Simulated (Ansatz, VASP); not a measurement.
Two plane-wave programs on AlGaN2

POSCAR

```
AlGaN2
1.0
   -3.1408770487      0.0000000000      0.0000000000
    0.0000000000     -3.1408770487      0.0000000000
    0.0000000000      0.0000000000      8.8476758800
Al Ga N
2 2 4
Direct
    0.5000000000      0.5000000000      0.2500000000
    0.5000000000      0.5000000000      0.7500000000
    0.0000000000      0.0000000000      0.0000000000
    0.0000000000      0.0000000000      0.5000000000
    0.5000000000      0.0000000000      0.3691324050
    0.5000000000      0.0000000000      0.8691324050
    0.0000000000      0.5000000000      0.1308675950
    0.0000000000      0.5000000000      0.6308675950
```

File INCAR.step1:

```
SYSTEM = AlGaN2
  ALGO = Normal
  EDIFF = 1E-4
  ENCUT = 520
  GGA = PE
  ISMEAR = 0
  LASPH = .TRUE.
  LCHARG = .FALSE.
  LREAL = .FALSE.
  LWAVE = .TRUE.
  NBANDS = 36
  NELM = 60
  PREC = Accurate
  SIGMA = 0.05
```

The input INCAR.step2:

```
SYSTEM = AlGaN2
  ALGO = Normal
  EDIFF = 1E-7
  ENCUT = 520
  ISIF = 2
  ISMEAR = 0
  ISTART = 1
  LASPH = .TRUE.
  LCHARG = .TRUE.
  LELF = .TRUE.
  LMIXTAU = .TRUE.
  LREAL = .FALSE.
  LVHAR = .TRUE.
  LWAVE = .FALSE.
  METAGGA = R2SCAN
  NBANDS = 36
  NELM = 60
  PREC = Accurate
  SIGMA = 0.05
```

KPOINTS

```
k-points
0
G
  7 7 3
  0 0 0
```

Input for Ansatz:

```yaml
crystal:
  lattice:
    - [-3.1408770487, 0.0, 0.0]
    - [0.0, -3.1408770487, 0.0]
    - [0.0, 0.0, 8.84767588]
  atoms:
    - { symbol: Al, position: [0.5, 0.5, 0.25] }
    - { symbol: Al, position: [0.5, 0.5, 0.75] }
    - { symbol: Ga, position: [0.0, 0.0, 0.0] }
    - { symbol: Ga, position: [0.0, 0.0, 0.5] }
    - { symbol: "N", position: [0.5, 0.0, 0.369132405] }
    - { symbol: "N", position: [0.5, 0.0, 0.869132405] }
    - { symbol: "N", position: [0.0, 0.5, 0.130867595] }
    - { symbol: "N", position: [0.0, 0.5, 0.630867595] }
basis:
  ecutwfc: 500
kpoints:
  mp_grid: { grid: [7, 7, 3] }
hamiltonian:
  xc: r2scan
scf:
  occupations: { method: gaussian, width: 0.05 }
output:
  forces: true
  stress: true
  eigenvalues: true
  write_density: true
  write_potential: true
  elf: true
  volumetric_format: npy
```

Alike in both runs: task single point; functional r2SCAN; k mesh 7 × 7 × 3; occupations gaussian, width 0.05 eV; no spin polarisation.

|  | VASP | Ansatz |
| --- | --- | --- |
| version | VASP 6.6.1 | Ansatz 0.2.0 |
| potentials or method | VASP PAW PBE potentials, release 64 (Al, Ga_d, N), cutoff 520 eV | scalar-relativistic, plane waves, PAW |
| valence electrons in the cell | 52 | 52 |

```tsv
	VASP	Ansatz	Ansatz less VASP
gap on the k mesh at the Fermi level (eV)	3.36	3.35	-0.009
least direct gap on the mesh (eV)	3.36	3.35	-0.009
pressure (GPa)	-0.1	-0.4	-0.31
traceless stress, the component that is largest in VASP (GPa)	0.06	-0.01	-0.068
rms of the force components (eV/Å)	0.001	0.038	+0.0369
```

VASP's potentials were made for PBE, not for r2SCAN. Atom by atom the forces differ by 0.037 eV/Å (rms over components).
